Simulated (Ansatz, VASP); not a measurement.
# H: VASP beside Ansatz

```
CELL_PARAMETERS angstrom
1.93230 0.01449 0.01449
-0.95360 1.66617 0.00530
0.01429 0.01429 1.90471
ATOMIC_POSITIONS crystal
H 0.33333 0.66667 0.25000
H 0.66667 0.33333 0.75000
```

Change from the starting cell: equal xy, yz and zx shear strains of +1.5 %, PAW files.

Alike in both runs: task electric field gradients; functional PBE; k mesh 17 × 17 × 9; occupations fermi-dirac, width 0.05 eV; no spin polarisation.

```csv
,VASP,Ansatz
version,VASP 6.6.1,Ansatz 0.2.0
potentials or method,"VASP PAW PBE potentials, release 64 (H)","PAW with Ansatz's default frozen-core files, scalar-relativistic"
plane-wave cutoff (eV),520,420
valence electrons in the cell,2,2
```

```csv
,VASP,Ansatz,Ansatz less VASP
pressure (GPa),-0.3,0.1,+0.40
"traceless stress, the component that is largest in VASP (GPa)",-1.33,-1.38,-0.048
rms of the force components (eV/Å),0.021,0.021,+0.0002
size of Vzz on the site where it differs most (V/Å²),0.1,0.1,-0.01
```

Atom by atom the forces differ by 0.000 eV/Å (rms over components).

The k mesh is coarse, so the values compare programs but aren't converged.
